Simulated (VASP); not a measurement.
# Nb20H (a cell with a defect) in VASP: single point with PBE

Aim: the single point of Nb20H (a cell with a defect) with PBE.

Program: VASP 6.6.1. These are calculated values, not measurements. Logs are shortened: lines on timing, memory, paths and dates and some standing lists are left out, and cuts for length are marked.

### Step 1. The cell of the first run

The cell holds a defect, 21 atoms: a = 7.217 Å, b = 7.217 Å, c = 7.217 Å, α = 80.92°, β = 80.92°, γ = 80.92°.

### Step 2. Single point, PBE

File INCAR:

```
SYSTEM = Nb20H
ALGO = Normal
EDIFF = 1E-7
ENCUT = 520
GGA = PE
ISIF = 2
ISMEAR = 0
LASPH = .TRUE.
LCHARG = .TRUE.
LELF = .TRUE.
LREAL = Auto
LVHAR = .TRUE.
LWAVE = .FALSE.
NBANDS = 146
NELM = 60
PREC = Accurate
SIGMA = 0.1
```

File KPOINTS:

```
k-points
0
G
  3 3 3
  0 0 0
```

File POSCAR:

```
Nb20H
1.0
   -4.9668589766      4.9668589766      1.6556196589
    1.6556196589      4.9668589766     -4.9668589766
   -4.9668589766     -1.6556196589     -4.9668589766
Nb H
20 1
Direct
    0.4013557380      0.8992913572      0.8998568554
    0.3084866728      0.3031278031      0.7997548488
    0.2009300555      0.7000037683      0.6990858340
    0.1002616145      0.0968810071      0.5915353776
    0.0001516955      0.5007011396      0.4986594569
    0.8946267593      0.4075776984      0.9020766889
    0.7984778647      0.8014924460      0.8001432533
    0.7007784027      0.2005222022      0.6990186386
    0.6002861193      0.6011942385      0.6010435396
    0.4994195349     -0.0005313418      0.4992476959
    0.4007473857      0.4005358335      0.4005761507
    0.2989559814      0.7988283377      0.2997275959
    0.2009667789      0.1994837995      0.1992218130
    0.0998483553      0.5984971516      0.1015297500
   -0.0020777719     -0.0075696733      0.0053668727
    0.8979788275      0.8974249563      0.3996204058
    0.7992817027      0.2999497785      0.3005779421
    0.6989125756      0.6999963088      0.2010770700
    0.5993998952      0.1000578539      0.1007151607
    0.5003617803      0.5026012741      0.0020167978
    1.0756085738      0.2000012190      0.8244272425
```

Potentials or basis: VASP PAW PBE potentials, release 64 (Nb_sv, H).

Started as:

```console
> cat potpaw_PBE.64/Nb_sv/POTCAR potpaw_PBE.64/H/POTCAR > POTCAR
> mpirun -np 1 vasp_std > vasp.out
```

OUTCAR:

```text
SYSTEM = Nb20H
   EDIFF = 1E-7
   ENCUT = 520
   GGA = PE
   ISIF = 2
   ISMEAR = 0
   LASPH = .TRUE.
   LREAL = Auto
   NELM = 60
   PREC = Accurate

 ion  position               nearest neighbor table
   1  0.401  0.899  0.900-   7 2.85  20 2.85  19 2.87  12 2.87   3 2.87  10 2.87   2 2.89  15 2.89

   2  0.308  0.303  0.800-  21 1.92   8 2.82  20 2.84  11 2.85   3 2.86  13 2.88   1 2.89   6 2.97
                             4 2.98
   3  0.201  0.700  0.699-   2 2.86   4 2.86   9 2.86  12 2.86   1 2.87   5 2.87  14 2.89   7 2.89

   4  0.100  0.097  0.592-  21 1.92  13 2.82  16 2.84  10 2.85   3 2.86   8 2.88   5 2.89  15 2.97
                             2 2.98
   5  0.000  0.501  0.499-  14 2.85  16 2.85  17 2.87   9 2.87  11 2.87   3 2.87   4 2.89   6 2.89

   6  0.895  0.408  0.902-  21 1.92  20 2.82   7 2.83  14 2.85  17 2.86   8 2.89   5 2.89   2 2.97
                            15 2.98
   7  0.798  0.801  0.800-   6 2.83   1 2.85  15 2.85   9 2.86   8 2.86  16 2.87  18 2.87   3 2.89
[... 21 lines left out ...]
  18  0.699  0.700  0.201-  20 2.84  16 2.84  12 2.86   9 2.86  17 2.87  19 2.87  14 2.87   7 2.87

  19  0.599  0.100  0.101-  13 2.86  10 2.86  15 2.86  17 2.87   1 2.87  18 2.87   8 2.88  20 2.88

  20  0.500  0.503  0.002-   6 2.82   2 2.84  18 2.84   1 2.85  11 2.86  14 2.87   9 2.87  19 2.88

  21  0.076  0.200  0.824-   2 1.92   4 1.92  15 1.92   6 1.92

  LATTYP: Found a trigonal (rhomboedric) cell.
 ALAT       =     7.2166787819
 COS(alpha) =     0.1578947368

  Lattice vectors:

 A1 = (  -4.9668589766,   4.9668589766,   1.6556196589)
 A2 = (   1.6556196589,   4.9668589766,  -4.9668589766)
 A3 = (  -4.9668589766,  -1.6556196589,  -4.9668589766)

Analysis of symmetry for initial positions (statically):
=====================================================================
 Subroutine PRICEL returns:
 Original cell was already a primitive cell.

 Routine SETGRP: Setting up the symmetry group for a
 trigonal (rhombohedral) supercell.

 Subroutine GETGRP returns: Found  1 space group operations
 (whereof  1 operations were pure point group operations)
 out of a pool of 12 trial point group operations.

The static configuration has the point symmetry C_1 .

Analysis of symmetry for dynamics (positions and initial velocities):
=====================================================================
 Subroutine PRICEL returns:
 Original cell was already a primitive cell.

 Routine SETGRP: Setting up the symmetry group for a
 trigonal (rhombohedral) supercell.

 Subroutine GETGRP returns: Found  1 space group operations
 (whereof  1 operations were pure point group operations)
 out of a pool of 12 trial point group operations.

The dynamic configuration has the point symmetry C_1 .

 Subroutine INISYM returns: Found  1 space group operations
 (whereof  1 operations are pure point group operations),
 and found     1 'primitive' translations

----------------------------------------------------------------------------------------

                                     Primitive cell

  volume of cell :     363.0544

  direct lattice vectors                    reciprocal lattice vectors
    -4.966858977  4.966858977  1.655619659    -0.090600519  0.090600519  0.060400346
     1.655619659  4.966858977 -4.966858977     0.060400346  0.090600519 -0.090600519
    -4.966858977 -1.655619659 -4.966858977    -0.090600519 -0.060400346 -0.090600519

  length of vectors
     7.216678782  7.216678782  7.216678782     0.141651367  0.141651367  0.141651367

  position of ions in fractional coordinates (direct lattice)
     0.401355738  0.899291357  0.899856855
     0.308486673  0.303127803  0.799754849
     0.200930056  0.700003768  0.699085834
     0.100261614  0.096881007  0.591535378
     0.000151696  0.500701140  0.498659457
     0.894626759  0.407577698  0.902076689
[... 13 lines left out ...]
     0.500361780  0.502601274  0.002016798
     0.075608574  0.200001219  0.824427243

  ion indices of the primitive-cell ions
   primitive index   ion index
                 1           1
                 2           2
                 3           3
                 4           4
                 5           5
                 6           6
[... 13 lines left out ...]
                20          20
                21          21

----------------------------------------------------------------------------------------

 KPOINTS: k-points

Automatic generation of k-mesh.
 Grid dimensions read from file:
 generate k-points for:    3    3    3

 Generating k-lattice:

  Cartesian coordinates                     Fractional coordinates (reciprocal lattice)
    -0.030200173  0.030200173  0.020133449     0.333333333  0.000000000  0.000000000
     0.020133449  0.030200173 -0.030200173     0.000000000  0.333333333  0.000000000
    -0.030200173 -0.020133449 -0.030200173     0.000000000  0.000000000  0.333333333

  Length of vectors
     0.047217122  0.047217122  0.047217122

  Shift w.r.t. Gamma in fractional coordinates (k-lattice)
     0.000000000  0.000000000  0.000000000

 Subroutine IBZKPT returns following result:
 ===========================================

 Found     14 irreducible k-points:

 Following reciprocal coordinates:
            Coordinates               Weight
  0.000000  0.000000  0.000000      1.000000
  0.333333  0.000000  0.000000      2.000000
 -0.000000  0.333333  0.000000      2.000000
 -0.000000 -0.000000  0.333333      2.000000
  0.333333  0.333333 -0.000000      2.000000
 -0.333333  0.000000 -0.333333      2.000000
 -0.000000  0.333333  0.333333      2.000000
 -0.333333  0.333333  0.000000      2.000000
  0.333333  0.000000 -0.333333      2.000000
  0.000000 -0.333333  0.333333      2.000000
  0.333333  0.333333  0.333333      2.000000
 -0.333333  0.333333  0.333333      2.000000
  0.333333 -0.333333  0.333333      2.000000
  0.333333  0.333333 -0.333333      2.000000
   k-points           NKPTS =     14   k-points in BZ     NKDIM =     14   number of bands    NBANDS=    146
   number of dos      NEDOS =    301   number of ions     NIONS =     21
   total plane-waves  NPLWV = 157464
   dimension x,y,z NGX =    54 NGY =   54 NGZ =   54
   dimension x,y,z NGXF=   108 NGYF=  108 NGZF=  108
   ions per type =              20   1
   NGX,Y,Z   is equivalent  to a cutoff of  12.44, 12.44, 12.44 a.u.
   NGXF,Y,Z  is equivalent  to a cutoff of  24.88, 24.88, 24.88 a.u.
 SYSTEM =  Nb20H
   PREC   = accura    normal or accurate (medium, high low for compatibility)
   ISTART =      0    job   : 0-new  1-cont  2-samecut
   ICHARG =      2    charge: 1-file 2-atom 10-const
   ISPIN  =      1    spin polarized calculation?
   LNONCOLLINEAR =      F non collinear calculations
   LSORBIT =      F    spin-orbit coupling
   LASPH  =      T    aspherical Exc in radial PAW
   ENCUT  =  520.0 eV  38.22 Ry    6.18 a.u.  13.42 13.42 13.42*2*pi/ulx,y,z
   NELM   =     60;   NELMIN=  2; NELMDL= -5     # of ELM steps
   EDIFF  = 0.1E-06   stopping-criterion for ELM
   LREAL  =      T    real-space projection
   EDIFFG = 0.1E-05   stopping-criterion for IOM
   NSW    =      0    number of steps for IOM
   IBRION =     -1    ionic relax: 0-MD 1-quasi-New 2-CG
   NFREE  =      0    steps in history (QN), initial steepest desc. (CG)
   ISIF   =      2    stress and relaxation
   ISYM   =      2    0-nonsym 1-usesym 2-fastsym
   POTIM  = 0.5000    time-step for ionic-motion
   TEBEG  =    0.0;   TEEND  =   0.0 temperature during run
   PSTRESS=    0.0 pullay stress
   NELECT =     261.0000    total number of electrons
   NUPDOWN=      -1.0000    fix difference up-down
   EMIN   =  10.00;   EMAX   =-10.00  energy-range for DOS
   EFERMI =   0.00;   METHOD = LEGACY
   ISMEAR =     0;   SIGMA  =   0.10  broadening in eV -4-tet -1-fermi 0-gaus
   EFERMI_NEDOS =   21; number of points for ismear=-14 and -15
   IALGO  =     38    algorithm
   IMIX   =      4    mixing-type and parameters
     AMIX     =   0.40;   BMIX     =  1.00
     AMIX_MAG =   1.60;   BMIX_MAG =  1.00
  volume/ion in A,a.u.               =      17.29       116.67
  Fermi-wavevector in a.u.,A,eV,Ry     =   1.466553  2.771383 29.263107  2.150778
  Thomas-Fermi vector in A             =   2.582277
   LORBIT       =      0    0 simple, 1 ext, 2 COOP (PROOUT), +10 PAW based schemes
   GGA     = PE    functional components
   LHFCALC =     F    Hartree Fock is set to
   AEXX    =    0.0000 exact exchange contribution
   IVDW    =     0    specifies the selected vdW correction
   LEPSILON=     F    determine dielectric tensor
   LRPA    =     F    only Hartree local field effects (RPA)
 non-spin polarized calculation
 Gauss-broadening in eV      SIGMA  =   0.10
  energy-cutoff  :      520.00
  volume of cell :      363.05
 maximum number of plane-waves:      9792
 NGX is ok and might be reduce to    54
   NGX = 27   NGY = 27   NGZ = 27

 number of electron     260.9999997 magnetization

 Free energy of the ion-electron system (eV)
  ---------------------------------------------------
  ext. energy  EPLUGINS =         0.00000000
  ---------------------------------------------------
  free energy    TOTEN  =      -208.30858095 eV

  energy without entropy =     -208.19500312  energy(sigma->0) =     -208.25179204

 E-fermi :  11.1468     XC(G=0): -12.4864

 val. band max:       11.1410054843   @ k =   0.3333   0.3333   0.3333
 cond. band min:      11.1640091135   @ k =  -0.3333   0.3333   0.3333
 fundamental gap:      0.0230036291
 Fermi energy:        11.1467513276

 k-point     1 :       0.0000    0.0000    0.0000
  band No.  band energies     occupation
      1     -43.2685      2.00000
      2     -43.1190      2.00000
      3     -43.1161      2.00000
      4     -43.1018      2.00000
      5     -43.0998      2.00000
      6     -43.0857      2.00000
[... 2019 lines left out ...]
    141      12.6501      0.00000
    142      12.6660      0.00000
 [bands above 142 left out]

------------------------ aborting loop because EDIFF is reached ----------------------------------------

  FORCE on cell =-STRESS in cart. coord.  units (eV):
  Direction    XX          YY          ZZ          XY          YZ          ZX
  --------------------------------------------------------------------------------------
  -------------------------------------------------------------------------------------
  Total        1.6460349      1.5236497      1.5247799     -0.0109850      0.1463284      0.0141080
  in kB        7.2640349      6.7239426      6.7289302     -0.0484775      0.6457546      0.0622592
  external PRESSURE =       6.9056359 kB  Pullay stress =       0.0000000 kB

 VOLUME and BASIS-vectors are now :
 -----------------------------------------------------------------------------
  energy-cutoff  :      520.00
  volume of cell :      363.05
      direct lattice vectors                 reciprocal lattice vectors
    -4.966858977  4.966858977  1.655619659    -0.090600519  0.090600519  0.060400346
     1.655619659  4.966858977 -4.966858977     0.060400346  0.090600519 -0.090600519
    -4.966858977 -1.655619659 -4.966858977    -0.090600519 -0.060400346 -0.090600519

 POSITION                                       TOTAL-FORCE (eV/Angst)
 -----------------------------------------------------------------------------------
     -4.97405      4.97031     -8.27162        -0.003584      0.000951      0.000857
     -5.00261      1.71371     -4.96713         0.001201     -0.001869      0.000077
     -3.31131      3.31739     -6.61642         0.001123     -0.000409      0.000424
     -3.27566     -0.00018     -3.25327         0.000014     -0.000354     -0.001015
     -1.64855      1.66208     -4.96343         0.003631      0.001998     -0.000668
     -8.24918      4.97437     -5.02371        -0.000954      0.001148      0.000227
[... 13 lines left out ...]
     -1.66313      4.97824     -1.67796         0.001703     -0.001502      0.001257
     -4.13923      0.00398     -4.96301         0.000187      0.000395      0.000473
 -----------------------------------------------------------------------------------
    total drift:                                0.002221     -0.001097      0.001165

  FREE ENERGIE OF THE ION-ELECTRON SYSTEM (eV)
  ---------------------------------------------------
  free  energy   TOTEN  =      -208.3085809532 eV

  energy  without entropy=     -208.1950031196  energy(sigma->0) =     -208.25179204
```

Wall time 18 min (1 thread of Intel Xeon 6975P-C (Granite Rapids), shared host); peak memory 0.67 GiB.

What came out:

```yaml
Free_energy: -208.3086 eV
Pressure: 0.7 GPa
Largest_force: 0.004 eV/Å
Band_gap_on_the_k_mesh: zero (an odd number of electrons rules out a gap without spin polarisation)
```

Forces on the atoms (eV/Å):
```
Nb  -0.004  0.001  0.001
Nb   0.001 -0.002  0.000
Nb   0.001  0.000  0.000
Nb   0.000  0.000 -0.001
Nb   0.004  0.002 -0.001
Nb  -0.001  0.001  0.000
Nb  -0.001  0.001 -0.001
Nb   0.002 -0.002  0.000
Nb  -0.002  0.000 -0.001
Nb  -0.002  0.002  0.000
Nb   0.001  0.001  0.000
Nb   0.001 -0.003  0.001
Nb  -0.001 -0.002 -0.001
Nb   0.001 -0.001 -0.001
Nb   0.001 -0.001  0.001
Nb  -0.003  0.001 -0.001
Nb  -0.001  0.001  0.000
Nb   0.001  0.001  0.001
Nb   0.000  0.001  0.001
Nb   0.002 -0.002  0.001
H    0.000  0.000  0.000
```

The gap in the log of VASP goes by the Fermi energy; the results here count the filled bands.